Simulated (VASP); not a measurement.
# MgS (P6_3/mmc) in VASP: single point with HSE06

Aim: the single point of MgS with HSE06.

Program: VASP 6.6.1. These are calculated values, not measurements. Logs are shortened: lines on timing, memory, paths and dates and some standing lists are left out, and cuts for length are marked.

### Step 1. The cell of the first run

The structure is hexagonal, space group P6_3/mmc (No. 194). Conventional cell: a = 3.645 Å, b = 3.645 Å, c = 6.147 Å, α = 90.00°, β = 90.00°, γ = 120.00°. Mg (site symmetry -3m) has 6 S at 2.61 Å and 2 Mg at 3.07 Å within 3.4 Å. S (site symmetry -6m2) has 6 Mg at 2.61 Å within 3.4 Å.

### Step 2. Single point, HSE06

Input file POSCAR:

```
MgS
1.0
    3.6454348044      0.0000000000      0.0000000000
   -1.8227174022      3.1570391485      0.0000000000
    0.0000000000      0.0000000000      6.1473560942
Mg S
2 2
Direct
    0.0000000000      0.0000000000      0.0000000000
    0.0000000000      0.0000000000      0.5000000000
    0.3333333333      0.6666666667      0.2500000000
    0.6666666667      0.3333333333      0.7500000000
```

Input file INCAR.step1:

```
SYSTEM = MgS
ALGO = Normal ; EDIFF = 1E-5
ENCUT = 520 ; GGA = PE
ISIF = 2 ; ISMEAR = 0
LASPH = .TRUE. ; LCHARG = .FALSE.
LREAL = .FALSE. ; LWAVE = .TRUE.
NBANDS = 16 ; NELM = 80
PREC = Accurate ; SIGMA = 0.01
```

Input file INCAR.step2:

```
SYSTEM = MgS
ALGO = Normal ; EDIFF = 1E-6
ENCUT = 520 ; GGA = PE
HFSCREEN = 0.2079 ; ISIF = 2
ISMEAR = 0 ; ISTART = 1
LASPH = .TRUE. ; LCHARG = .FALSE.
LHFCALC = .TRUE. ; LREAL = .FALSE.
LWAVE = .FALSE. ; NBANDS = 16
NELM = 80 ; PREC = Accurate
PRECFOCK = Normal ; SIGMA = 0.01
```

Input file KPOINTS:

```
k-points
0
G
  6 6 2
  0 0 0
```

Potentials or basis: VASP PAW PBE potentials, release 64 (Mg, S).

The run is started by

```sh
$ cat potpaw_PBE.64/Mg/POTCAR potpaw_PBE.64/S/POTCAR > POTCAR
$ cp INCAR.step1 INCAR
$ mpirun -np 1 vasp_std > vasp.out
$ cp INCAR.step2 INCAR
$ mpirun -np 1 vasp_std > vasp.out
```

OUTCAR:

```text
SYSTEM = MgS
   EDIFF = 1E-6
   ENCUT = 520
   GGA = PE
   HFSCREEN = 0.2079
   ISIF = 2
   ISMEAR = 0
   ISTART = 1
   LASPH = .TRUE.
   LHFCALC = .TRUE.
   LREAL = .FALSE.
   NELM = 80
   PREC = Accurate
   PRECFOCK = Normal

 ion  position               nearest neighbor table
   1  0.000  0.000  0.000-   3 2.61   4 2.61   4 2.61   3 2.61   4 2.61   3 2.61   2 3.07   2 3.07

   2  0.000  0.000  0.500-   3 2.61   4 2.61   4 2.61   3 2.61   4 2.61   3 2.61   1 3.07   1 3.07

   3  0.333  0.667  0.250-   1 2.61   2 2.61   1 2.61   2 2.61   1 2.61   2 2.61
   4  0.667  0.333  0.750-   1 2.61   2 2.61   1 2.61   2 2.61   1 2.61   2 2.61

  LATTYP: Found a hexagonal cell.
 ALAT       =     3.6454348044
 C/A-ratio  =     1.6863162898

  Lattice vectors:

 A1 = (   3.6454348044,   0.0000000000,   0.0000000000)
 A2 = (  -1.8227174022,   3.1570391485,   0.0000000000)
 A3 = (   0.0000000000,   0.0000000000,   6.1473560942)

Analysis of symmetry for initial positions (statically):
=====================================================================
 Subroutine PRICEL returns:
 Original cell was already a primitive cell.

 Routine SETGRP: Setting up the symmetry group for a
 hexagonal supercell.

 Subroutine GETGRP returns: Found 24 space group operations
 (whereof 12 operations were pure point group operations)
 out of a pool of 24 trial point group operations.

The static configuration has the point symmetry D_3d.
 The point group associated with its full space group is D_6h.

Analysis of symmetry for dynamics (positions and initial velocities):
=====================================================================
 Subroutine PRICEL returns:
 Original cell was already a primitive cell.

 Routine SETGRP: Setting up the symmetry group for a
 hexagonal supercell.

 Subroutine GETGRP returns: Found 24 space group operations
 (whereof 12 operations were pure point group operations)
 out of a pool of 24 trial point group operations.

The dynamic configuration has the point symmetry D_3d.
 The point group associated with its full space group is D_6h.

 Subroutine INISYM returns: Found 24 space group operations
 (whereof 12 operations are pure point group operations),
 and found     1 'primitive' translations

----------------------------------------------------------------------------------------

                                     Primitive cell

  volume of cell :      70.7486

  direct lattice vectors                    reciprocal lattice vectors
     3.645434804  0.000000000  0.000000000     0.274315700  0.158376243  0.000000000
    -1.822717402  3.157039149  0.000000000     0.000000000  0.316752486  0.000000000
     0.000000000  0.000000000  6.147356094     0.000000000  0.000000000  0.162671559

  length of vectors
     3.645434804  3.645434804  6.147356094     0.316752486  0.316752486  0.162671559

  position of ions in fractional coordinates (direct lattice)
     0.000000000  0.000000000  0.000000000
     0.000000000  0.000000000  0.500000000
     0.333333333  0.666666667  0.250000000
     0.666666667  0.333333333  0.750000000

  ion indices of the primitive-cell ions
   primitive index   ion index
                 1           1
                 2           2
                 3           3
                 4           4

----------------------------------------------------------------------------------------

 KPOINTS: k-points

Automatic generation of k-mesh.
 Grid dimensions read from file:
 generate k-points for:    6    6    2

 Generating k-lattice:

  Cartesian coordinates                     Fractional coordinates (reciprocal lattice)
     0.045719283  0.026396041  0.000000000     0.166666667  0.000000000  0.000000000
     0.000000000  0.052792081  0.000000000     0.000000000  0.166666667  0.000000000
     0.000000000  0.000000000  0.081335780     0.000000000  0.000000000  0.500000000

  Length of vectors
     0.052792081  0.052792081  0.081335780

  Shift w.r.t. Gamma in fractional coordinates (k-lattice)
     0.000000000  0.000000000  0.000000000

 Subroutine IBZKPT returns following result:
 ===========================================

 Found     14 irreducible k-points:

 Following reciprocal coordinates:
            Coordinates               Weight
  0.000000  0.000000  0.000000      1.000000
  0.166667  0.000000  0.000000      6.000000
  0.333333  0.000000  0.000000      6.000000
  0.500000  0.000000  0.000000      3.000000
  0.166667  0.166667  0.000000      6.000000
  0.333333  0.166667  0.000000     12.000000
  0.333333  0.333333  0.000000      2.000000
  0.000000  0.000000  0.500000      1.000000
  0.166667  0.000000  0.500000      6.000000
  0.333333  0.000000  0.500000      6.000000
  0.500000  0.000000  0.500000      3.000000
  0.166667  0.166667  0.500000      6.000000
  0.333333  0.166667  0.500000     12.000000
  0.333333  0.333333  0.500000      2.000000
   k-points           NKPTS =     14   k-points in BZ     NKDIM =     72   number of bands    NBANDS=     16
   number of dos      NEDOS =    301   number of ions     NIONS =      4
   total plane-waves  NPLWV =  37632
   dimension x,y,z NGX =    28 NGY =   28 NGZ =   48
   dimension x,y,z NGXF=    56 NGYF=   56 NGZF=   96
   ions per type =               2   2
   NGX,Y,Z   is equivalent  to a cutoff of  12.77, 12.77, 12.98 a.u.
   NGXF,Y,Z  is equivalent  to a cutoff of  25.54, 25.54, 25.96 a.u.
 SYSTEM =  MgS
   PREC   = accura    normal or accurate (medium, high low for compatibility)
   ISTART =      1    job   : 0-new  1-cont  2-samecut
   ICHARG =      0    charge: 1-file 2-atom 10-const
   ISPIN  =      1    spin polarized calculation?
   LNONCOLLINEAR =      F non collinear calculations
   LSORBIT =      F    spin-orbit coupling
   LASPH  =      T    aspherical Exc in radial PAW
   ENCUT  =  520.0 eV  38.22 Ry    6.18 a.u.   6.78  6.78 11.43*2*pi/ulx,y,z
   NELM   =     80;   NELMIN=  2; NELMDL=  0     # of ELM steps
   EDIFF  = 0.1E-05   stopping-criterion for ELM
   LREAL  =      F    real-space projection
   EDIFFG = 0.1E-04   stopping-criterion for IOM
   NSW    =      0    number of steps for IOM
   IBRION =     -1    ionic relax: 0-MD 1-quasi-New 2-CG
   NFREE  =      0    steps in history (QN), initial steepest desc. (CG)
   ISIF   =      2    stress and relaxation
   ISYM   =      3    0-nonsym 1-usesym 2-fastsym
   POTIM  = 0.5000    time-step for ionic-motion
   TEBEG  =    0.0;   TEEND  =   0.0 temperature during run
   PSTRESS=    0.0 pullay stress
   NELECT =      16.0000    total number of electrons
   NUPDOWN=      -1.0000    fix difference up-down
   EMIN   =  10.00;   EMAX   =-10.00  energy-range for DOS
   EFERMI =   0.00;   METHOD = LEGACY
   ISMEAR =     0;   SIGMA  =   0.01  broadening in eV -4-tet -1-fermi 0-gaus
   EFERMI_NEDOS =   21; number of points for ismear=-14 and -15
   IALGO  =     38    algorithm
   IMIX   =      1    mixing-type and parameters
     AMIX     =   0.40;   BMIX     =  1.00
     AMIX_MAG =   1.60;   BMIX_MAG =  1.00
  volume/ion in A,a.u.               =      17.69       119.36
  Fermi-wavevector in a.u.,A,eV,Ry     =   0.997414  1.884840 13.535556  0.994835
  Thomas-Fermi vector in A             =   2.129569
   LORBIT       =      0    0 simple, 1 ext, 2 COOP (PROOUT), +10 PAW based schemes
   GGA     = PE    functional components
   LHFCALC =     T    Hartree Fock is set to
   PRECFOCK=normal    Normal, Fast or Accurate (Low or Medium for compatibility)
   ENCUT4O =  -1.0   cutoff for four orbital integrals eV
   NKREDX  =     1    reduce k-point grid by
   NKREDY  =     1    reduce k-point grid by
   NKREDZ  =     1    reduce k-point grid by
   AEXX    =    0.2500 exact exchange contribution
   HFSCREEN=    0.2079 screening length (either q_TF or 0.3 A-1)
   HFSCREENC=   0.2079 screening length for correlation (either q_TF or 0.3 A-1)
   ENCUTFOCK=  -1.0 apply spherical cutoff to Coloumb kernel
   IVDW    =     0    specifies the selected vdW correction
   LEPSILON=     F    determine dielectric tensor
   LRPA    =     F    only Hartree local field effects (RPA)
 non-spin polarized calculation
 Gauss-broadening in eV      SIGMA  =   0.01
  energy-cutoff  :      520.00
  volume of cell :       70.75
 maximum number of plane-waves:      1922
 NGX is ok and might be reduce to    28
  NGX = 24; NGY = 24; NGZ = 36

 number of electron      16.0000000 magnetization

 Free energy of the ion-electron system (eV)
  ---------------------------------------------------
  ext. energy  EPLUGINS =         0.00000000
  ---------------------------------------------------
  free energy    TOTEN  =       -19.66809530 eV

  energy without entropy =      -19.66809530  energy(sigma->0) =      -19.66809530

 E-fermi :   3.1039     XC(G=0):  -8.0211

 val. band max:        3.0436689566   @ k =   0.0000   0.0000   0.0000
 cond. band min:       7.4587087909   @ k =   0.3333   0.3333   0.0000
 fundamental gap:      4.4150398343
 Fermi energy:         3.1039110715

 k-point     1 :       0.0000    0.0000    0.0000
  band No.  band energies     occupation
      1     -10.9416      2.00000
      2      -9.6220      2.00000
      3      -2.3313      2.00000
      4       2.5179      2.00000
      5       2.5179      2.00000
      6       2.7996      2.00000
[... 8 lines left out ...]
     15      12.8109      0.00000
     16      13.6361      0.00000

 k-point     2 :       0.1667    0.0000    0.0000
  band No.  band energies     occupation
      1     -10.6774      2.00000
      2      -9.4695      2.00000
      3      -1.9726      2.00000
      4       1.0907      2.00000
      5       1.7057      2.00000
      6       2.1234      2.00000
[... 8 lines left out ...]
     15      12.9641      0.00000
     16      13.0759      0.00000

 k-point     3 :       0.3333    0.0000    0.0000
  band No.  band energies     occupation
      1     -10.0117      2.00000
      2      -9.1801      2.00000
      3      -1.0125      2.00000
      4      -0.9900      2.00000
      5      -0.1110      2.00000
      6       1.5437      2.00000
[... 8 lines left out ...]
     15      13.4318      0.00000
     16      15.3982      0.00000
[... 172 lines left out ...]
 k-point    13 :       0.3333    0.1667    0.5000
  band No.  band energies     occupation
      1      -9.3207      2.00000
      2      -9.3207      2.00000
      3      -1.4841      2.00000
      4      -1.4841      2.00000
      5       0.5047      2.00000
      6       0.5047      2.00000
[... 8 lines left out ...]
     15      14.3582      0.00000
     16      14.3582      0.00000

 k-point    14 :       0.3333    0.3333    0.5000
  band No.  band energies     occupation
      1      -9.1593      2.00000
      2      -9.1593      2.00000
      3      -0.9007      2.00000
      4      -0.9007      2.00000
      5      -0.8796      2.00000
      6      -0.8796      2.00000
[... 8 lines left out ...]
     15      13.7523      0.00000
     16      13.7523      0.00000

------------------------ aborting loop because EDIFF is reached ----------------------------------------

  FORCE on cell =-STRESS in cart. coord.  units (eV):
  Direction    XX          YY          ZZ          XY          YZ          ZX
  --------------------------------------------------------------------------------------
  -------------------------------------------------------------------------------------
  Total       -0.2782569     -0.2782569     -0.3487001      0.0000000     -0.0000000      0.0000000
  in kB       -6.3014254     -6.3014254     -7.8966888      0.0000000     -0.0000000      0.0000000
  external PRESSURE =      -6.8331799 kB  Pullay stress =       0.0000000 kB

 VOLUME and BASIS-vectors are now :
 -----------------------------------------------------------------------------
  energy-cutoff  :      520.00
  volume of cell :       70.75
      direct lattice vectors                 reciprocal lattice vectors
     3.645434804  0.000000000  0.000000000     0.274315700  0.158376243  0.000000000
    -1.822717402  3.157039149  0.000000000     0.000000000  0.316752486  0.000000000
     0.000000000  0.000000000  6.147356094     0.000000000  0.000000000  0.162671559

 POSITION                                       TOTAL-FORCE (eV/Angst)
 -----------------------------------------------------------------------------------
      0.00000      0.00000      0.00000         0.000000      0.000000      0.000000
      0.00000      0.00000      3.07368         0.000000      0.000000      0.000000
     -0.00000      2.10469      1.53684        -0.000000     -0.000000     -0.000000
      1.82272      1.05235      4.61052         0.000000      0.000000     -0.000000
 -----------------------------------------------------------------------------------
    total drift:                               -0.000003     -0.000001     -0.000072

  FREE ENERGIE OF THE ION-ELECTRON SYSTEM (eV)
  ---------------------------------------------------
  free  energy   TOTEN  =       -19.6680953016 eV

  energy  without entropy=      -19.6680953016  energy(sigma->0) =      -19.66809530
```

Run time: 31 min. Hardware: 1 thread of AMD EPYC 7R43 (Zen 3), shared host; peak memory 0.26 GiB.

Results:

```yaml
Free_energy: -19.6681 eV
Pressure: -0.7 GPa
Band_gap_on_the_k_mesh: 4.42 eV (least direct gap 4.62 eV)
```

Levels at points of the mesh, in eV from the valence-band top:
| k point | band 6 | band 7 | band 8 | band 9 | band 10 | band 11 |
| --- | --- | --- | --- | --- | --- | --- |
| (0.00, 0.00, 0.00) | -0.24 | 0.00 | 0.00 | 4.62 | 5.68 | 7.93 |
| (0.50, 0.00, 0.00) | -1.79 | -1.74 | -0.67 | 5.03 | 5.44 | 5.98 |
| (0.00, 0.00, 0.50) | -0.27 | -0.27 | -0.27 | 5.90 | 5.90 | 8.74 |
| (0.50, 0.00, 0.50) | -1.63 | -1.26 | -1.26 | 5.02 | 5.02 | 6.33 |

Caveat: the k points lie up to 0.51 Å⁻¹ apart; the PAW data sets were made with another functional, which shifts forces and pressure a little. A k mesh can miss the band edges.
